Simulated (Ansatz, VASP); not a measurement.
Co: VASP beside Ansatz

Contents of INCAR:

```
SYSTEM = Co
PREC     = Accurate       ! precision mode
ENCUT    = 520            ! plane-wave cutoff, eV
EDIFF    = 1E-6           ! SCF threshold, eV
ISMEAR   = -1             ! smearing method
SIGMA    = 0.05           ! smearing width, eV
LREAL    = .FALSE.        ! projectors in reciprocal space
LASPH    = .TRUE.         ! aspherical terms in the spheres
NELM     = 150            ! most SCF steps
ALGO     = Normal         ! electronic algorithm
ISIF     = 2              ! what is computed and relaxed
LWAVE    = .FALSE.        ! write WAVECAR
LCHARG   = .TRUE.         ! write CHGCAR
ISPIN    = 2              ! spin polarisation
MAGMOM   = 1.717          ! initial moments
LORBIT   = 11             ! projections on sites
LMAXMIX  = 4              ! l up to which the mixer works
GGA      = PE             ! functional
LELF     = .TRUE.         ! ELF
LVHAR    = .TRUE.       
NBANDS   = 14             ! bands
```

File KPOINTS:

```
regular mesh
0
G
  17 17 17
  0 0 0
```

File POSCAR:

```
Co
1.0
    0.0000000000      1.7127987331      1.7127987331
    1.7127987331      0.0000000000      1.7127987331
    1.7127987331      1.7127987331      0.0000000000
Co
1
Direct
    0.0000000000      0.0000000000      0.0000000000
```

Input for Ansatz:

```yaml
crystal:
  lattice:
    - [0.0, 1.7127987331, 1.7127987331]
    - [1.7127987331, 0.0, 1.7127987331]
    - [1.7127987331, 1.7127987331, 0.0]
  atoms:
    - { symbol: Co, position: [0.0, 0.0, 0.0], spin: 1.717 }
hamiltonian:
  xc: pbe
  pseudopotentials:
    kind: paw
    azcp:
      Co: "pseudopotentials/Co.paw.azcp"
basis:
  ecutwfc: 420
  fft_grid_basis: typed
kpoints:
  mp_grid: { grid: [17, 17, 17], shift: [0, 0, 0] }
magnetization:
  spin_polarized: true
scf:
  occupations: { method: fermi_dirac, width: 0.05 }
  lower_state_search: "off"
output:
  stress: true
  write_density: true
  write_potential: true
  elf: true
  volumetric_format: npy
```

Alike in both runs: task single point; functional PBE; k mesh 17 × 17 × 17; occupations fermi-dirac, width 0.05 eV; collinear spin.

|  | VASP | Ansatz |
| --- | --- | --- |
| version | VASP 6.6.1 | Ansatz 0.2.0 |
| potentials or method | VASP PAW PBE potentials, release 64 (Co), cutoff 520 eV | plane waves (420 eV) with PAW, scalar-relativistic |
| valence electrons in the cell | 9 | 17 |

|  | VASP | Ansatz | Ansatz less VASP |
| --- | --- | --- | --- |
| pressure (GPa) | 19.9 | 21.3 | +1.43 |
| net moment per atom (μB) | 1.57 | 1.59 | +0.015 |
| size of the moment on the site where the two differ most (μB) | 1.58 | 1.65 | +0.071 |

Site moments also hang on the region over which each program counts them. With one functional, cell and mesh, what is left measures potentials, basis and numerics. VASP's potentials hold 9 valence electrons a cell and Ansatz's 17, so a difference there can come from the potentials and not from the codes.
